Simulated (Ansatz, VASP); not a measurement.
# SiC in VASP and in Ansatz

```
Si C
1.0
     0.00000    1.85999    1.85999
     1.85999    0.00000    1.85999
     1.85999    1.85999    0.00000
Si C
1 1
Cartesian
  0.0000 0.0000 0.0000
  1.8600 1.8600 1.8600
```

Change from the starting cell: volume scaled by 0.8, PAW files.

Alike in both runs: task single point; functional LDA; k mesh 15 × 15 × 15; occupations fermi-dirac, width 0.05 eV; no spin polarisation.

|  | VASP | Ansatz |
| --- | --- | --- |
| version | VASP 6.6.1 | Ansatz 0.2.0 |
| potentials or method | VASP PAW LDA potentials, release 64 (Si, C) | PAW with Ansatz's default frozen-core files, scalar-relativistic |
| plane-wave cutoff (eV) | 520 | 420 |
| valence electrons in the cell | 8 | 8 |

```csv
,VASP,Ansatz,Ansatz less VASP
pressure (GPa),98.7,97.5,-1.12
```

LDA's correlation is that of Perdew and Zunger in VASP and of Perdew and Wang (1992) in Ansatz. Both programs put the cell under a high pressure, so it lies far from rest at this level.

Noted on VASP's run: the cell as given lies far from equilibrium.
